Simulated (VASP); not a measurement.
Wanted: the native input for a VASP 6.6.1 run.

```yaml
Task: single point
Functional: PBE
Potentials_or_basis: VASP PAW PBE potentials, release 64 (Ag, Sr_sv)
Cutoff: 520 eV
k_mesh: 5 × 5 × 5
Occupations: fermi-dirac, width 0.05 eV
Spin: no spin polarisation
Dipole_correction: no
Further_INCAR_settings: ALGO = Normal; EDIFF = 1e-07; NBANDS = 28
```

The structure of Sr3Ag lies in POSCAR:

```
Sr3Ag
1.0
    5.4540223795      0.0000000000      0.0000000000
    0.0000000000      5.4540223795      0.0000000000
    0.0000000000      0.0000000000      5.4540223795
Ag Sr
1 3
Direct
    0.0000000000      0.0000000000      0.0000000000
    0.5000000000      0.5000000000      0.0000000000
    0.5000000000      0.0000000000      0.5000000000
    0.0000000000      0.5000000000      0.5000000000
```

These files were run (other wordings do the same):

INCAR

```
SYSTEM = Sr3Ag
  PREC = Accurate
  ENCUT = 520
  EDIFF = 1E-7
  ISMEAR = -1
  SIGMA = 0.05
  LREAL = .FALSE.
  LASPH = .TRUE.
  NELM = 60
  ALGO = Normal
  ISIF = 2
  LWAVE = .FALSE.
  LCHARG = .FALSE.
  GGA = PE
  NBANDS = 28
```

KPOINTS

```
regular mesh
0
G
  5 5 5
  0 0 0
```

Potentials or basis: VASP PAW PBE potentials, release 64 (Ag, Sr_sv).

Run with:

```console
$ cat potpaw_PBE.64/Ag/POTCAR potpaw_PBE.64/Sr_sv/POTCAR > POTCAR
$ mpirun -np 1 vasp_std > vasp.out
```

Results of the run:

```
Pressure               : 0.4 GPa
Band gap on the k mesh : zero (an odd number of electrons rules out a gap without spin polarisation)
```

It took 31 s on 1 thread of AMD EPYC 9R45 96-Core Processor (Zen 5) (shared host), peak memory 0.23 GiB.
